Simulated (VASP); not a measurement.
Set up this calculation in VASP 6.6.1, as the native input.

- Task: single point
- Functional: PBEsol
- Potentials or basis: VASP PAW PBE potentials, release 64 (Cd, O)
- Cutoff: 520 eV
- k mesh: 6 × 6 × 4
- Occupations: fermi-dirac, width 0.05 eV
- Spin: no spin polarisation
- Dipole correction: no
- Further INCAR settings: ALGO = Normal; EDIFF = 1e-06; NBANDS = 60

The structure of CdO2 lies in POSCAR:

```
CdO2
1.0
    3.4894871467     -0.0005318839     -0.0018019858
   -3.4883043247      8.1761263937      0.0158787270
    0.0027656658     -0.0093665278      5.2971503247
Cd O
4 8
Direct
    0.8757158274      0.1283905720      0.2502575090
    0.6257296522      0.3783932205      0.7502648863
    0.3756908806      0.6283902681      0.2502652423
    0.1256907319      0.8783932324      0.7502681026
    0.6993642313      0.4520660263      0.3308429786
    0.8020226866      0.0547219257      0.8308265545
    0.5520288620      0.3047110990      0.1696777431
    0.9494012163      0.2020741179      0.6696738541
    0.1993937480      0.9520688436      0.3308445063
    0.3020517104      0.5547177455      0.8308400124
    0.0520230884      0.8047121451      0.1696853528
    0.4493755339      0.7020700563      0.6696873920
```

One way to write it, as run:

INCAR

```
SYSTEM = CdO2
ALGO = Normal
EDIFF = 1E-6
ENCUT = 520
GGA = PS
ISIF = 2
ISMEAR = -1
LASPH = .TRUE.
LCHARG = .TRUE.
LELF = .TRUE.
LREAL = .FALSE.
LVHAR = .TRUE.
LWAVE = .FALSE.
NBANDS = 60
NELM = 60
PREC = Accurate
SIGMA = 0.05
```

KPOINTS

```
k-points
0
G
  6 6 4
  0 0 0
```

Potentials or basis: VASP PAW PBE potentials, release 64 (Cd, O).

The run is started by

```console
$ cat potpaw_PBE.64/Cd/POTCAR potpaw_PBE.64/O/POTCAR > POTCAR
$ mpirun -np 1 vasp_std > vasp.out
```

Results of the run:

```
Pressure               : 1.3 GPa
Largest force          : 0.143 eV/Å
Band gap on the k mesh : 0.79 eV
```

Caveat: the PAW data sets were made with another functional, which shifts forces and pressure a little.

Run time: 12 min on 1 thread of Intel(R) Xeon(R) Platinum 8488C (Sapphire Rapids) (shared host), peak memory 0.59 GiB.
